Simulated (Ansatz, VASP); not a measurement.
**BP in VASP and in Ansatz**

```
P B
1.0
     0.00000    2.26900    2.26900
     2.26900    0.00000    2.26900
     2.26900    2.26900    0.00000
P B
1 1
Direct
  0.75000 0.75000 0.75000
  0.00000 0.00000 0.00000
```

Alike in both runs: task single point; functional HSE06; k mesh 6 × 6 × 6; occupations fermi-dirac, width 0.05 eV; no spin polarisation.

|  | VASP | Ansatz |
| --- | --- | --- |
| version | VASP 6.6.1 | Ansatz 0.2.0 |
| potentials or method | VASP PAW PBE potentials, release 64 (P, B), cutoff 520 eV | all-electron PAW datasets made for the crystal |

|  | VASP | Ansatz | Ansatz less VASP |
| --- | --- | --- | --- |
| gap on the k mesh at the Fermi level (eV) | 2.06 | 2.07 | +0.009 |
| least direct gap on the mesh (eV) | 4.34 | 4.35 | +0.010 |
| pressure (GPa) | -2.0 | -1.6 | +0.47 |

Ansatz ran all-electron here, and VASP with PAW potentials.
